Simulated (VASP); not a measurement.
# LiH: single point with r2SCAN

LiH:

```
Li H
1.0
     0.00000    1.99847    1.99847
     1.99847    0.00000    1.99847
     1.99847    1.99847    0.00000
Li H
1 1
Direct
  0.00000 0.00000 0.00000
  0.50000 0.50000 0.50000
```

```
Program                : VASP 6.6.1
Task                   : single point
Functional             : r2SCAN
Potentials or basis    : VASP PAW PBE potentials, release 64 (Li_sv, H)
Cutoff                 : 520 eV
k mesh                 : 8 × 8 × 8
Occupations            : gaussian, width 0.01 eV
Spin                   : no spin polarisation
Dipole correction      : no
Further INCAR settings : ALGO = Normal; EDIFF = 1e-06; NBANDS = 9
```

```
Band gap on the k mesh : 3.58 eV, direct
```

Levels at points of the mesh, in eV from the valence-band top:
```tsv
k point	band 1	band 2	band 3	band 4	band 5	band 6	band 7
(0.00, 0.00, 0.00)	-45.72	-5.48	17.76	19.49	19.49	19.49	23.93
(0.50, 0.00, 0.00)	-45.68	-2.66	5.69	15.02	18.24	18.24	19.90
(0.50, 0.50, 0.00)	-45.66	0.00	3.58	11.79	11.79	15.10	19.31
```

Wall time 13 s on 1 thread of Intel(R) Xeon(R) Platinum 8488C (Sapphire Rapids), on a shared host, peak memory 0.13 GiB.

Caveat: the PAW data sets were made with another functional, which shifts forces and pressure a little. r2SCAN opens gaps a little over a GGA but as a rule still falls short of measured ones.
